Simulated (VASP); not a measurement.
Write the native input for VASP 6.6.1 that does the following.

| Quantity | Value |
| --- | --- |
| Task | single point |
| Functional | r2SCAN |
| Potentials or basis | VASP PAW PBE potentials, release 64 (Zn, S) |
| Cutoff | 520 eV |
| k mesh | 8 × 8 × 8 |
| Occupations | gaussian, width 0.05 eV |
| Spin | no spin polarisation |
| Dipole correction | no |
| Further INCAR settings | ALGO = Normal; EDIFF = 1e-07; NBANDS = 16 |

ZnS:

```
CELL_PARAMETERS angstrom
0.00000 2.70465 2.70465
2.70465 0.00000 2.70465
2.70465 2.70465 0.00000
ATOMIC_POSITIONS crystal
Zn 0.00000 0.00000 0.00000
S 0.76849 0.73151 0.69454
```

This cell differs from its parent crystal: atom 2 (S) moved by (-0.200, -0.100) A along x and y.

One way to write it, as run:

POSCAR

```
ZnS
1.0
    0.0000000000      2.7046500000      2.7046500000
    2.7046500000      0.0000000000      2.7046500000
    2.7046500000      2.7046500000      0.0000000000
Zn S
1 1
Direct
    0.0000000000      0.0000000000      0.0000000000
    0.7684866803      0.7315133197      0.6945399590
```

INCAR.step1

```
SYSTEM = ZnS
PREC = Accurate ; ENCUT = 520
ISMEAR = 0 ; SIGMA = 0.05
LREAL = .FALSE. ; LASPH = .TRUE.
NELM = 100 ; NBANDS = 16
GGA = PE ; ALGO = Normal
EDIFF = 1E-4 ; LWAVE = .TRUE.
LCHARG = .FALSE.
```

INCAR.step2

```
SYSTEM = ZnS
PREC = Accurate ; ENCUT = 520
EDIFF = 1E-7 ; ISMEAR = 0
SIGMA = 0.05 ; LREAL = .FALSE.
LASPH = .TRUE. ; NELM = 100
ALGO = Normal ; ISIF = 2
LWAVE = .FALSE. ; LCHARG = .FALSE.
METAGGA = R2SCAN ; LMIXTAU = .TRUE.
NBANDS = 16 ; ISTART = 1
```

KPOINTS

```
regular mesh
0
G
  8 8 8
  0 0 0
```

Potentials or basis: VASP PAW PBE potentials, release 64 (Zn, S).

Command:

```console
$ cat potpaw_PBE.64/Zn/POTCAR potpaw_PBE.64/S/POTCAR > POTCAR
$ cp INCAR.step1 INCAR
$ mpirun -np 1 vasp_std > vasp.out
$ cp INCAR.step2 INCAR
$ mpirun -np 1 vasp_std > vasp.out
```

Results of the run:

```json
{
  "Pressure": "0.9 GPa",
  "Largest force": "1.427 eV/Å",
  "Band gap on the k mesh": "2.58 eV"
}
```

Caveat: the cell differs from its parent crystal (atom 2 (S) moved by (-0.200, -0.100) A along x and y); the PAW data sets were made with another functional, which shifts forces and pressure a little.

It took 4.9 min on 1 thread of Intel(R) Xeon(R) 6975P-C (Granite Rapids), with other jobs on the host, peak memory 0.28 GiB.
